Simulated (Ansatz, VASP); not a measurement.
**Cs4In: VASP beside Ansatz**

```
CELL_PARAMETERS angstrom
-4.82678 4.82678 4.82678
4.82678 -4.82678 4.82678
4.82678 4.82678 -4.82678
ATOMIC_POSITIONS crystal
Cs 0.50000 0.50000 0.50000
Cs 0.50000 0.00000 0.00000
Cs 0.00000 0.00000 0.50000
Cs 0.00000 0.50000 0.00000
In 0.00000 0.00000 0.00000
```

Change from the starting cell: species swapped into the GeF4 type (I-43m, No. 217).

Alike in both runs: functional PBE; k mesh 6 × 6 × 6; occupations gaussian, width 0.1 eV; no spin polarisation.

Ansatz relaxed the structure, and its values are those at the end. VASP's run is a single point on that final structure, the one shown.

|  | VASP | Ansatz |
| --- | --- | --- |
| version | VASP 6.6.1 | Ansatz 0.2.0 |
| potentials or method | VASP PAW PBE potentials, release 64 (Cs_sv, In_d), cutoff 520 eV | scalar-relativistic, plane waves, PAW |
| valence electrons in the cell | 49 | 49 |

|  | VASP | Ansatz | Ansatz less VASP |
| --- | --- | --- | --- |
| gap on the k mesh at the Fermi level (eV) | none | none | - |
| pressure (GPa) | 0.0 | 0.0 | +0.01 |

A gap of «none» marks a metal or a gap that the smearing closes. The functional is the same, so the differences come from potentials, cutoffs and numerics.

Neither program's run includes spin-orbit coupling.
